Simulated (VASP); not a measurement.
The system is KI.

```
K I
1.0
     0.00000    3.96589    3.96589
     3.96589    0.00000    3.96589
     3.96589    3.96589    0.00000
K I
1 1
Direct
  0.00000 0.00000 0.00000
  0.25000 0.25000 0.25000
```

Base run:

- Program: VASP 6.6.1
- Functional: HSE06
- Potentials or basis: VASP PAW PBE potentials, release 64 (K_sv, I)
- Cutoff: 520 eV
- k mesh: 4 × 4 × 4
- Occupations: gaussian, width 0.01 eV
- Spin: no spin polarisation

Its results: band gap on the k mesh 4.88 eV; pressure 0.1 GPa.

Task: The run is repeated on the same cell with these changes: functional from HSE06 to r2SCAN. What comes out?

Result: Band gap on the k mesh 4.47 eV; pressure 0.0 GPa.

Caveats: the structure was generated, so it needn't be the stable form of KI; the PAW data sets were made with another functional, which shifts forces and pressure a little; spin-orbit coupling is left out, which moves the levels of the heavy elements.

